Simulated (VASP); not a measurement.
# HPt6 in VASP: a series of runs

HPt6 is run at these levels: PBE; tasks: single point.

Program: VASP 6.6.1. These are calculated values, not measurements. Logs are shortened: lines on timing, memory, paths and dates and some standing lists are left out, and cuts for length are marked.

### 1 The cell of the first run

The cell holds a slab with vacuum, 14 atoms: a = 5.614 Å, b = 5.614 Å, c = 21.851 Å, α = 90.00°, β = 90.00°, γ = 90.00°.

### 2 Single point, PBE

INCAR reads:

```
SYSTEM = HPt6
PREC = Accurate
ENCUT = 520
EDIFF = 1E-7
ISMEAR = 0
SIGMA = 0.1
LREAL = .False.
LASPH = .True.
NELM = 100
ALGO = Normal
ISIF = 2
LWAVE = .False.
LCHARG = .False.
LDIPOL = .True.
IDIPOL = 3
DIPOL = 0.5 0.5 0.295
GGA = PE
NBANDS = 74
```

KPOINTS reads:

```
Automatic mesh
0
Gamma
  5 5 1
  0 0 0
```

POSCAR reads:

```
HPt6
1.0
    5.6143281343      0.0000000000      0.0000000000
    0.0000000000      5.6143281343      0.0000000000
    0.0000000000      0.0000000000     21.8513792319
Pt H
12 2
Direct
    0.2500000000      0.2500000000      0.1830548066
    0.2500000000      0.7500000000      0.1830548066
    0.7500000000      0.2500000000      0.1830548066
    0.7500000000      0.7500000000      0.1830548066
    0.0000000000      0.0000000000      0.2712126041
    0.0000000000      0.5000000000      0.2712126041
    0.5000000000      0.0000000000      0.2712126041
    0.5000000000      0.5000000000      0.2712126041
    0.2500000000      0.2500000000      0.3593081768
    0.2500000000      0.7500000000      0.3593081768
    0.7500000000      0.2500000000      0.3593081768
    0.7500000000      0.7500000000      0.3593081768
   -0.2360033059      0.0000000000      0.4384793806
    0.2360033059      0.0000000000      0.4384793806
```

Potentials or basis: VASP PAW PBE potentials, release 64 (Pt, H).

Run with:

```bash
$ cat potpaw_PBE.64/Pt/POTCAR potpaw_PBE.64/H/POTCAR > POTCAR
$ mpirun -np 1 vasp_std > vasp.out
```

OUTCAR:

```text
SYSTEM = HPt6
   PREC = Accurate
   ENCUT = 520
   EDIFF = 1E-7
   ISMEAR = 0
   LREAL = .False.
   LASPH = .True.
   NELM = 100
   ISIF = 2
   GGA = PE

 ion  position               nearest neighbor table
   1  0.250  0.250  0.183-   5 2.77   6 2.77   7 2.77   8 2.77   2 2.81   3 2.81   2 2.81   3 2.81

   2  0.250  0.750  0.183-   5 2.77   6 2.77   7 2.77   8 2.77   1 2.81   4 2.81   1 2.81   4 2.81

   3  0.750  0.250  0.183-   5 2.77   6 2.77   7 2.77   8 2.77   1 2.81   4 2.81   4 2.81   1 2.81
[... 15 lines left out ...]
  11  0.750  0.250  0.359-   5 2.77   6 2.77   7 2.77   8 2.77   9 2.81  12 2.81  12 2.81   9 2.81

  12  0.750  0.750  0.359-   5 2.77   6 2.77   7 2.77   8 2.77  10 2.81  11 2.81  11 2.81  10 2.81

  13  0.764  0.000  0.438-
  14  0.236  0.000  0.438-

  LATTYP: Found a simple tetragonal cell.
 ALAT       =     5.6143281343
 C/A-ratio  =     3.8920737636

  Lattice vectors:

 A1 = (   5.6143281343,   0.0000000000,   0.0000000000)
 A2 = (   0.0000000000,   5.6143281343,   0.0000000000)
 A3 = (   0.0000000000,   0.0000000000,  21.8513792319)

Analysis of symmetry for initial positions (statically):
=====================================================================
 Subroutine PRICEL returns:
 Original cell was already a primitive cell.

 Routine SETGRP: Setting up the symmetry group for a
 simple tetragonal supercell.

 Subroutine GETGRP returns: Found  4 space group operations
 (whereof  4 operations were pure point group operations)
 out of a pool of 16 trial point group operations.

The static configuration has the point symmetry C_2v.

Analysis of symmetry for dynamics (positions and initial velocities):
=====================================================================
 Subroutine PRICEL returns:
 Original cell was already a primitive cell.

 Routine SETGRP: Setting up the symmetry group for a
 simple tetragonal supercell.

 Subroutine GETGRP returns: Found  4 space group operations
 (whereof  4 operations were pure point group operations)
 out of a pool of 16 trial point group operations.

The dynamic configuration has the point symmetry C_2v.

 Subroutine INISYM returns: Found  4 space group operations
 (whereof  4 operations are pure point group operations),
 and found     1 'primitive' translations
[... 120 lines left out ...]
   IALGO  =     38    algorithm
   IMIX   =      4    mixing-type and parameters
     AMIX     =   0.40;   BMIX     =  1.00
     AMIX_MAG =   1.60;   BMIX_MAG =  1.00
  volume/ion in A,a.u.               =      49.20       332.00
  Fermi-wavevector in a.u.,A,eV,Ry     =   0.919397  1.737409 11.500891  0.845292
  Thomas-Fermi vector in A             =   2.044587
   LORBIT       =      0    0 simple, 1 ext, 2 COOP (PROOUT), +10 PAW based schemes
   GGA     = PE    functional components
   LHFCALC =     F    Hartree Fock is set to
   AEXX    =    0.0000 exact exchange contribution
   IVDW    =     0    specifies the selected vdW correction
   LEPSILON=     F    determine dielectric tensor
   LRPA    =     F    only Hartree local field effects (RPA)
 non-spin polarized calculation
 Gauss-broadening in eV      SIGMA  =   0.10
  energy-cutoff  :      520.00
  volume of cell :      688.77
 maximum number of plane-waves:     18583
 NGX is ok and might be reduce to    42
   NGX = 21   NGY = 21   NGZ = 81

 dipolmoment           0.000000      0.000000      0.001562 electrons x Angstroem

 number of electron     122.0000011 magnetization

 dipolmoment           0.000000      0.000000     -0.002884 electrons x Angstroem

 Free energy of the ion-electron system (eV)
  ---------------------------------------------------
  ext. energy  EPLUGINS =         0.00000000
  ---------------------------------------------------
  free energy    TOTEN  =       -71.84183856 eV

  energy without entropy =      -71.70080362  energy(sigma->0) =      -71.77132109

 E-fermi :  -1.1625     XC(G=0):  -4.5931

 val. band max:       -1.1660154437   @ k =   0.0000   0.2000   0.0000
 cond. band min:      -1.1540371896   @ k =   0.4000   0.4000   0.0000
 fundamental gap:      0.0119782542
 Fermi energy:        -1.1624642236

 k-point     1 :       0.0000    0.0000    0.0000
  band No.  band energies     occupation
      1     -10.0839      2.00000
      2      -7.7422      2.00000
      3      -7.6522      2.00000
      4      -7.6261      2.00000
      5      -7.4781      2.00000
      6      -7.4080      2.00000
[... 673 lines left out ...]
     72       2.6828      0.00000
     73       2.9109      0.00000
 [bands above 73 left out]

------------------------ aborting loop because EDIFF is reached ----------------------------------------

 vacuum level on the upper side and lower side of the slab       (xc-potential included)        -0.075        -0.067

  FORCE on cell =-STRESS in cart. coord.  units (eV):
  Direction    XX          YY          ZZ          XY          YZ          ZX
  --------------------------------------------------------------------------------------
  -------------------------------------------------------------------------------------
  Total      -11.4192896    -15.8189479     -6.5981401      0.0000000      0.0000000      0.0000000
  in kB      -26.5628843    -36.7971124    -15.3482080      0.0000000      0.0000000      0.0000000
  external PRESSURE =     -26.2360683 kB  Pullay stress =       0.0000000 kB

 VOLUME and BASIS-vectors are now :
 -----------------------------------------------------------------------------
  energy-cutoff  :      520.00
  volume of cell :      688.77
      direct lattice vectors                 reciprocal lattice vectors
     5.614328134  0.000000000  0.000000000     0.178115703  0.000000000  0.000000000
     0.000000000  5.614328134  0.000000000     0.000000000  0.178115703  0.000000000
     0.000000000  0.000000000 21.851379232     0.000000000  0.000000000  0.045763702

 POSITION                                       TOTAL-FORCE (eV/Angst)
 -----------------------------------------------------------------------------------
      1.40358      1.40358      4.00000         0.000054      0.040114     -0.049780
      1.40358      4.21075      4.00000         0.000054     -0.040114     -0.049780
      4.21075      1.40358      4.00000        -0.000054      0.040114     -0.049780
      4.21075      4.21075      4.00000        -0.000054     -0.040114     -0.049780
      0.00000      0.00000      5.92637         0.000000      0.000000     -0.333694
      0.00000      2.80716      5.92637         0.000000      0.000000      0.077641
      2.80716      0.00000      5.92637         0.000000      0.000000     -0.327829
      2.80716      2.80716      5.92637         0.000000      0.000000      0.148007
      1.40358      1.40358      7.85138        -0.038253     -0.463786      1.319513
      1.40358      4.21075      7.85138        -0.038253      0.463786      1.319513
      4.21075      1.40358      7.85138         0.038253     -0.463786      1.319513
      4.21075      4.21075      7.85138         0.038253      0.463786      1.319513
      4.28933      0.00000      9.58138        -0.127764      0.000000     -2.321528
      1.32500      0.00000      9.58138         0.127764      0.000000     -2.321528
 -----------------------------------------------------------------------------------
    total drift:                                0.000000      0.000000     -0.000064

  FREE ENERGIE OF THE ION-ELECTRON SYSTEM (eV)
  ---------------------------------------------------
  free  energy   TOTEN  =       -71.8418385636 eV

  energy  without entropy=      -71.7008036220  energy(sigma->0) =      -71.77132109

 vacuum level on the upper side and lower side of the slab         4.407         4.411
```

stdout:

```text
POSCAR found type information on POSCAR PtH
 POSCAR found :  2 types and      14 ions
 scaLAPACK will be used
 LDA part: xc-table for (Slater+PW92), standard interpolation
 POSCAR, INCAR and KPOINTS ok, starting setup
 FFT: planning ... GRIDC
 FFT: planning ... GRID_SOFT
 FFT: planning ... GRID
 WAVECAR not read
 entering main loop
```

Run time: 28 min. Hardware: 1 thread of Oxide Virtual Turin-like, shared host; peak memory 0.75 GiB.

What came out:

* Free energy: -71.8418 eV
* Largest force: 2.325 eV/Å
* Band gap on the k mesh: zero (band 61 reaches -0.84 eV, above the bottom of band 62 at -1.23 eV)

Forces on the atoms (eV/Å):
```
Pt   0.000  0.040 -0.050
Pt   0.000 -0.040 -0.050
Pt   0.000  0.040 -0.050
Pt   0.000 -0.040 -0.050
Pt   0.000  0.000 -0.334
Pt   0.000  0.000  0.078
Pt   0.000  0.000 -0.328
Pt   0.000  0.000  0.148
Pt  -0.038 -0.464  1.320
Pt  -0.038  0.464  1.320
Pt   0.038 -0.464  1.320
Pt   0.038  0.464  1.320
H   -0.128  0.000 -2.322
H    0.128  0.000 -2.322
```

Caveat: spin-orbit coupling is left out, which moves the levels of the heavy elements.

(Part 1 of 2 ends here.)
